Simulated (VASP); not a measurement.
# ZrPbI6 (Fm-3m) in VASP: settings compared

Aim: see how the results for ZrPbI6 move with the level of theory and the settings. Levels: PBEsol, r2SCAN+rVV10. Tasks: single point, relaxation of cell and atoms.

Everything below comes from runs of VASP 6.6.1. Logs are shortened: lines on timing, memory, paths and dates and some standing lists are left out, and cuts for length are marked.

**1. The cell of the first run**

The structure is cubic, space group Fm-3m (No. 225). Conventional cell: a = 11.978 Å, b = 11.978 Å, c = 11.978 Å, α = 90.00°, β = 90.00°, γ = 90.00°. Zr (site symmetry m-3m) has 6 I at 2.83 Å within 3.7 Å. Pb (site symmetry m-3m) has 6 I at 3.16 Å within 4.2 Å. I (site symmetry 4mm) has 1 Zr at 2.83 Å and 1 Pb at 3.16 Å within 3.7 Å.

**2. Single point, PBEsol**

Input file INCAR:

```
SYSTEM = ZrPbI6
PREC = Accurate ; ENCUT = 520
EDIFF = 1E-6 ; ISMEAR = -1
SIGMA = 0.03 ; LREAL = .FALSE.
LASPH = .TRUE. ; NELM = 60
ALGO = Normal ; ISIF = 2
LWAVE = .FALSE. ; LCHARG = .TRUE.
GGA = PS ; LELF = .TRUE.
LVHAR = .TRUE. ; NBANDS = 44
```

Input file KPOINTS:

```
Automatic mesh
0
G
  4 4 4
  0 0 0
```

Input file POSCAR:

```
ZrPbI6
1.0
    0.0000000000      5.9889148803      5.9889148803
    5.9889148803      0.0000000000      5.9889148803
    5.9889148803      5.9889148803      0.0000000000
Zr Pb I
1 1 6
Direct
    0.5000000000      0.5000000000      0.5000000000
    0.0000000000      0.0000000000      0.0000000000
    0.7362880783      0.2637119217      0.2637119217
    0.2637119217      0.7362880783      0.7362880783
    0.2637119217      0.7362880783      0.2637119217
    0.7362880783      0.2637119217      0.7362880783
    0.2637119217      0.2637119217      0.7362880783
    0.7362880783      0.7362880783      0.2637119217
```

Potentials or basis: VASP PAW PBE potentials, release 64 (Zr_sv, Pb_d, I).

On the command line:

```
> cat potpaw_PBE.64/Zr_sv/POTCAR potpaw_PBE.64/Pb_d/POTCAR potpaw_PBE.64/I/POTCAR > POTCAR
> mpirun -np 1 vasp_std > vasp.out
```

OUTCAR:

```text
SYSTEM = ZrPbI6
   PREC = Accurate
   ENCUT = 520
   EDIFF = 1E-6
   ISMEAR = -1
   LREAL = .FALSE.
   LASPH = .TRUE.
   NELM = 60
   ISIF = 2
   GGA = PS

 ion  position               nearest neighbor table
   1  0.500  0.500  0.500-   3 2.83   4 2.83   5 2.83   6 2.83   7 2.83   8 2.83
   2  0.000  0.000  0.000-   3 3.16   4 3.16   5 3.16   6 3.16   7 3.16   8 3.16
   3  0.736  0.264  0.264-   1 2.83   2 3.16
   4  0.264  0.736  0.736-   1 2.83   2 3.16
   5  0.264  0.736  0.264-   1 2.83   2 3.16
   6  0.736  0.264  0.736-   1 2.83   2 3.16
   7  0.264  0.264  0.736-   1 2.83   2 3.16
   8  0.736  0.736  0.264-   1 2.83   2 3.16

  LATTYP: Found a face centered cubic cell.
 ALAT       =    11.9778297606

  Lattice vectors:

 A1 = (   0.0000000000,   5.9889148803,   5.9889148803)
 A2 = (   5.9889148803,   0.0000000000,   5.9889148803)
 A3 = (   5.9889148803,   5.9889148803,   0.0000000000)

Analysis of symmetry for initial positions (statically):
=====================================================================
 Subroutine PRICEL returns:
 Original cell was already a primitive cell.

 Routine SETGRP: Setting up the symmetry group for a
 face centered cubic supercell.

 Subroutine GETGRP returns: Found 48 space group operations
 (whereof 48 operations were pure point group operations)
 out of a pool of 48 trial point group operations.

The static configuration has the point symmetry O_h .

Analysis of symmetry for dynamics (positions and initial velocities):
=====================================================================
 Subroutine PRICEL returns:
 Original cell was already a primitive cell.

 Routine SETGRP: Setting up the symmetry group for a
 face centered cubic supercell.

 Subroutine GETGRP returns: Found 48 space group operations
 (whereof 48 operations were pure point group operations)
 out of a pool of 48 trial point group operations.

The dynamic configuration has the point symmetry O_h .

 Subroutine INISYM returns: Found 48 space group operations
 (whereof 48 operations are pure point group operations),
 and found     1 'primitive' translations

----------------------------------------------------------------------------------------

[... 88 lines left out ...]
   LREAL  =      F    real-space projection
   EDIFFG = 0.1E-04   stopping-criterion for IOM
   NSW    =      0    number of steps for IOM
   IBRION =     -1    ionic relax: 0-MD 1-quasi-New 2-CG
   NFREE  =      0    steps in history (QN), initial steepest desc. (CG)
   ISIF   =      2    stress and relaxation
   ISYM   =      2    0-nonsym 1-usesym 2-fastsym
   POTIM  = 0.5000    time-step for ionic-motion
   TEBEG  =    0.0;   TEEND  =   0.0 temperature during run
   PSTRESS=    0.0 pullay stress
   NELECT =      68.0000    total number of electrons
   NUPDOWN=      -1.0000    fix difference up-down
   EMIN   =  10.00;   EMAX   =-10.00  energy-range for DOS
   EFERMI =   0.00;   METHOD = LEGACY
   ISMEAR =    -1;   SIGMA  =   0.03  broadening in eV -4-tet -1-fermi 0-gaus
   EFERMI_NEDOS =   21; number of points for ismear=-14 and -15
   IALGO  =     38    algorithm
   IMIX   =      4    mixing-type and parameters
     AMIX     =   0.40;   BMIX     =  1.00
     AMIX_MAG =   1.60;   BMIX_MAG =  1.00
  volume/ion in A,a.u.               =      53.70       362.39
  Fermi-wavevector in a.u.,A,eV,Ry     =   0.885563  1.673472 10.669996  0.784223
  Thomas-Fermi vector in A             =   2.006613
   LORBIT       =      0    0 simple, 1 ext, 2 COOP (PROOUT), +10 PAW based schemes
   GGA     = PS    functional components
   LHFCALC =     F    Hartree Fock is set to
   AEXX    =    0.0000 exact exchange contribution
   IVDW    =     0    specifies the selected vdW correction
   LEPSILON=     F    determine dielectric tensor
   LRPA    =     F    only Hartree local field effects (RPA)
 non-spin polarized calculation
  energy-cutoff  :      520.00
  volume of cell :      429.61
 maximum number of plane-waves:     11618
 NGX is ok and might be reduce to    64
   NGX = 31   NGY = 31   NGZ = 31

 number of electron      68.0000000 magnetization

 Free energy of the ion-electron system (eV)
  ---------------------------------------------------
  ext. energy  EPLUGINS =         0.00000000
  ---------------------------------------------------
  free energy    TOTEN  =       -28.71518556 eV

  energy without entropy =      -28.71518556  energy(sigma->0) =      -28.71518556

 E-fermi :   1.2234     XC(G=0):  -6.7972

 val. band max:        0.3832253624   @ k =   0.0000   0.0000   0.0000
 cond. band min:       1.9242263126   @ k =   0.5000   0.0000   0.0000
 fundamental gap:      1.5410009502
 Fermi energy:         1.2234031134

 k-point     1 :       0.0000    0.0000    0.0000
  band No.  band energies     occupation
      1     -49.0467      2.00000
      2     -27.0715      2.00000
      3     -27.0715      2.00000
      4     -27.0715      2.00000
      5     -16.3138      2.00000
      6     -16.3138      2.00000
[... 365 lines left out ...]
     43       6.8924      0.00000
     44       7.0512      0.00000

------------------------ aborting loop because EDIFF is reached ----------------------------------------

  FORCE on cell =-STRESS in cart. coord.  units (eV):
  Direction    XX          YY          ZZ          XY          YZ          ZX
  --------------------------------------------------------------------------------------
  -------------------------------------------------------------------------------------
  Total       -0.0077628     -0.0077628     -0.0077628      0.0000000      0.0000000     -0.0000000
  in kB       -0.0289503     -0.0289503     -0.0289503      0.0000000      0.0000000     -0.0000000
  external PRESSURE =      -0.0289503 kB  Pullay stress =       0.0000000 kB

 VOLUME and BASIS-vectors are now :
 -----------------------------------------------------------------------------
  energy-cutoff  :      520.00
  volume of cell :      429.61
      direct lattice vectors                 reciprocal lattice vectors
     0.000000000  5.988914880  5.988914880    -0.083487578  0.083487578  0.083487578
     5.988914880  0.000000000  5.988914880     0.083487578 -0.083487578  0.083487578
     5.988914880  5.988914880  0.000000000     0.083487578  0.083487578 -0.083487578

 POSITION                                       TOTAL-FORCE (eV/Angst)
 -----------------------------------------------------------------------------------
      5.98891      5.98891      5.98891        -0.000000      0.000000      0.000000
      0.00000      0.00000      0.00000         0.000000      0.000000      0.000000
      3.15870      5.98891      5.98891        -0.003159      0.000000      0.000000
      8.81913      5.98891      5.98891         0.003159      0.000000      0.000000
      5.98891      3.15870      5.98891         0.000000     -0.003159      0.000000
      5.98891      8.81913      5.98891         0.000000      0.003159      0.000000
      5.98891      5.98891      3.15870         0.000000      0.000000     -0.003159
      5.98891      5.98891      8.81913         0.000000      0.000000      0.003159
 -----------------------------------------------------------------------------------
    total drift:                                0.000000      0.000000     -0.000000

  FREE ENERGIE OF THE ION-ELECTRON SYSTEM (eV)
  ---------------------------------------------------
  free  energy   TOTEN  =       -28.7151855612 eV

  energy  without entropy=      -28.7151855612  energy(sigma->0) =      -28.71518556
```

stdout:

```text
POSCAR found type information on POSCAR ZrPbI
 POSCAR found :  3 types and       8 ions
 scaLAPACK will be used
 -----------------------------------------------------------------------------
|                                                                             |
|                                                                             |
|     You enforced a specific xc type in the INCAR file but a different       |
|     I HOPE YOU KNOW WHAT YOU ARE DOING!                                     |
|                                                                             |
 -----------------------------------------------------------------------------

 LDA part: xc-table for (Slater+PW92), standard interpolation
 POSCAR, INCAR and KPOINTS ok, starting setup
 FFT: planning ... GRIDC
 FFT: planning ... GRID_SOFT
 FFT: planning ... GRID
 WAVECAR not read
 entering main loop
```

It took 2.2 min on 1 thread of Intel Xeon 6975P-C (Granite Rapids), shared host; peak memory 0.66 GiB.

Results:

```yaml
Free_energy: -28.7152 eV
Pressure: 0.0 GPa
Largest_force: 0.003 eV/Å
Band_gap_on_the_k_mesh: 1.54 eV (least direct gap 1.66 eV)
```

Forces in eV/Å, atoms in the order of the input:
```
Zr   0.000  0.000  0.000
Pb   0.000  0.000  0.000
I   -0.003  0.000  0.000
I    0.003  0.000  0.000
I    0.000 -0.003  0.000
I    0.000  0.003  0.000
I    0.000  0.000 -0.003
I    0.000  0.000  0.003
```

Levels at points of the mesh, in eV from the valence-band top:
```
           k point  band 32  band 33  band 34  band 35  band 36  band 37
(0.00, 0.00, 0.00)     0.00     0.00     0.00     1.66     1.66     1.66
(0.50, 0.00, 0.00)    -0.45    -0.45    -0.28     1.54     1.75     1.75
(0.50, 0.50, 0.00)    -0.66    -0.66    -0.01     1.66     2.14     2.14
```

Caveat: the PAW data sets were made with another functional, which shifts forces and pressure a little; spin-orbit coupling is left out, which moves the levels of the heavy elements.

**3. Single point, r2SCAN+rVV10**

This run uses another cell than the first one, of 54.69 Å³/atom.

Input file POSCAR:

```
ZrPbI6
1.0
    0.0000000000      6.0253569922      6.0253569922
    6.0253569922      0.0000000000      6.0253569922
    6.0253569922      6.0253569922      0.0000000000
Zr Pb I
1 1 6
Direct
    0.5000000000      0.5000000000      0.5000000000
    0.0000000000      0.0000000000      0.0000000000
    0.7365055104      0.2634944896      0.2634944896
    0.2634944896      0.7365055104      0.7365055104
    0.2634944896      0.7365055104      0.2634944896
    0.7365055104      0.2634944896      0.7365055104
    0.2634944896      0.2634944896      0.7365055104
    0.7365055104      0.7365055104      0.2634944896
```

Input file INCAR.step1:

```
PREC = Accurate
ENCUT = 520
ISMEAR = -1
SIGMA = 0.03
LREAL = False
LASPH = True
NELM = 60
NBANDS = 44
GGA = PE
ALGO = Normal
EDIFF = 1E-4
LWAVE = True
LCHARG = False
```

Input file INCAR.step2:

```
PREC = Accurate
ENCUT = 520
EDIFF = 1E-6
ISMEAR = -1
SIGMA = 0.03
LREAL = False
LASPH = True
NELM = 60
ALGO = Normal
ISIF = 2
LWAVE = False
LCHARG = False
METAGGA = R2SCAN
LMIXTAU = True
LUSE_VDW = True
IVDW_NL = 2
BPARAM = 11.95
CPARAM = 0.0093
NBANDS = 44
ISTART = 1
```

Input file KPOINTS:

```
Automatic mesh
0
Gamma
  4 4 4
```

Potentials or basis: VASP PAW PBE potentials, release 64 (Zr_sv, Pb_d, I).

On the command line:

```
> cat potpaw_PBE.64/Zr_sv/POTCAR potpaw_PBE.64/Pb_d/POTCAR potpaw_PBE.64/I/POTCAR > POTCAR
> cp INCAR.step1 INCAR
> mpirun -np 1 vasp_std > vasp.out
> cp INCAR.step2 INCAR
> mpirun -np 1 vasp_std > vasp.out
```

Run time: 13 min. Hardware: 1 thread of Intel Xeon 6975P-C (Granite Rapids), shared host; peak memory 1.6 GiB.

The run converged. Its results:

```
Free energy            : -230.4094 eV
Pressure               : 0.0 GPa
Largest force          : 0.006 eV/Å
Band gap on the k mesh : 1.88 eV (least direct gap 1.95 eV)
```

Forces in eV/Å, atoms in the order of the input:
```
Zr   0.000  0.000  0.000
Pb   0.000  0.000  0.000
I   -0.006  0.000  0.000
I    0.006  0.000  0.000
I    0.000 -0.006  0.000
I    0.000  0.006  0.000
I    0.000  0.000 -0.006
I    0.000  0.000  0.006
```

Levels at points of the mesh, in eV from the valence-band top:
```
           k point  band 32  band 33  band 34  band 35  band 36  band 37
(0.00, 0.00, 0.00)     0.00     0.00     0.00     1.95     1.95     1.95
(0.50, 0.00, 0.00)    -0.44    -0.44    -0.27     1.88     2.03     2.03
(0.50, 0.50, 0.00)    -0.67    -0.67    -0.01     1.95     2.38     2.38
```

Caveat: the PAW data sets were made with another functional, which shifts forces and pressure a little; spin-orbit coupling is left out, which moves the levels of the heavy elements.

**4. Relaxation of cell and atoms, PBEsol**

This run uses another cell than the first one, of 45.31 Å³/atom.

Input file INCAR:

```
SYSTEM = ZrPbI6
ALGO = Normal
EDIFF = 1E-7
EDIFFG = -0.01
ENCUT = 600
GGA = PS
IBRION = 2
ISIF = 3
ISMEAR = -1
LASPH = .True.
LCHARG = .False.
LREAL = .False.
LWAVE = .False.
NELM = 80
NSW = 100
PREC = Accurate
SIGMA = 0.03
```

Input file KPOINTS:

```
k-points
0
Gamma
  4 4 4
  0 0 0
```

Input file POSCAR:

```
ZrPbI6
1.0
    0.0000000000      5.6592677400      5.6592677400
    5.6592677400      0.0000000000      5.6592677400
    5.6592677400      5.6592677400      0.0000000000
Zr Pb I
1 1 6
Direct
    0.5000000000      0.5000000000      0.5000000000
    0.0000000000      0.0000000000      0.0000000000
    0.7476230800      0.2523769200      0.2523769200
    0.2523769200      0.7476230800      0.7476230800
    0.2523769200      0.7476230800      0.2523769200
    0.7476230800      0.2523769200      0.7476230800
    0.2523769200      0.2523769200      0.7476230800
    0.7476230800      0.7476230800      0.2523769200
```

On the command line:

```
> cat potpaw_PBE.64/Zr_sv/POTCAR potpaw_PBE.64/Pb_d/POTCAR potpaw_PBE.64/I/POTCAR > POTCAR
> mpirun -np 1 vasp_std > vasp.out
```

Wall time 9.5 min (1 thread of Intel Xeon 6975P-C (Granite Rapids), shared host); peak memory 0.72 GiB.

Results (log left out):

| Property | Result |
| --- | --- |
| Free energy | -28.7101 eV |
| Relaxed volume | 53.62 Å³/atom |
| Relaxed cell | a = 8.465 Å, b = 8.465 Å, c = 8.465 Å, α = 60.00°, β = 60.00°, γ = 60.00° |
| Space group after relaxing (to 0.1 Å) | Fm-3m (No. 225) |
| Energy gained by relaxing | 157.3 meV/atom |
| Ionic steps | 6 |
| Pressure after relaxing | 0.0 GPa |
| Largest force after relaxing | 0.007 eV/Å |
| Band gap on the k mesh | 1.54 eV (least direct gap 1.66 eV) |

Forces on the atoms (eV/Å):
```
Zr   0.000  0.000  0.000
Pb   0.000  0.000  0.000
I    0.007  0.000  0.000
I   -0.007  0.000  0.000
I    0.000  0.007  0.000
I    0.000 -0.007  0.000
I    0.000  0.000  0.007
I    0.000  0.000 -0.007
```

Step by step:
```tsv
step	energy change (eV)	largest force (eV/Å)	pressure (GPa)	volume (Å³)
1	0.0000	1.3177	4.92	362.50
2	-1.0542	0.7621	-1.08	440.55
3	-1.0725	0.7928	-0.55	428.99
4	-1.2241	0.3328	-0.03	424.49
5	-1.2488	0.0326	0.36	421.86
6	-1.2581	0.0068	0.02	428.93
```

Final structure:
```
Zr Pb I
1.0
     0.00000    5.98574    5.98574
     5.98574    0.00000    5.98574
     5.98574    5.98574    0.00000
Zr Pb I
1 1 6
Cartesian
  5.9857 5.9857 5.9857
  5.9857 5.9857 0.0000
  3.1555 5.9857 5.9857
  8.8160 5.9857 5.9857
  5.9857 3.1555 5.9857
  5.9857 8.8160 5.9857
  5.9857 5.9857 3.1555
  5.9857 5.9857 8.8160
```

Levels at points of the mesh, in eV from the valence-band top:
```tsv
k point	band 31	band 32	band 33	band 34	band 35	band 36	band 37	band 38
(0.00, 0.00, 0.00)	-0.62	0.00	0.00	0.00	1.66	1.66	1.66	2.95
(0.50, 0.00, 0.00)	-0.49	-0.46	-0.46	-0.28	1.54	1.75	1.75	2.19
(0.50, 0.50, 0.00)	-0.74	-0.67	-0.67	-0.01	1.66	2.14	2.14	3.39
```

Caveat: the volume moved by over 15 % at a fixed basis, so the end points are rough; the PAW data sets were made with another functional, which shifts forces and pressure a little; spin-orbit coupling is left out, which moves the levels of the heavy elements. A k mesh can miss the band edges.

**5. Overview**

| task | level | cell | cutoff (eV) | gap on the mesh (eV) | pressure (GPa) | largest force (eV/Å) |
| --- | --- | --- | --- | --- | --- | --- |
| single point | PBEsol | a = 8.470 Å, angles 60.0°, 8 atoms, atomic positions A | 520 | 1.54 | 0.0 | - |
| single point | r2SCAN+rVV10 | a = 8.521 Å, angles 60.0°, 8 atoms, atomic positions A | 520 | 1.88 | 0.0 | 0.01 |
| relaxation of cell and atoms | PBEsol | relaxed from a = 8.003 Å, angles 60.0°, 8 atoms, atomic positions B | 600 | 1.54 | 0.0 | 0.01 |

Alike in all rows: potentials or basis VASP PAW PBE potentials, release 64 (Zr_sv, Pb_d, I); no spin polarisation; k mesh 4 × 4 × 4; smearing fermi-dirac 0.03 eV.

Caveats: the PAW data sets were made with another functional, which shifts forces and pressure a little; spin-orbit coupling is left out, which moves the levels of the heavy elements; the volume moved by over 15 % at a fixed basis, so the end points are rough (at least some runs).

Absolute energies hang on the potentials; compare differences alone.
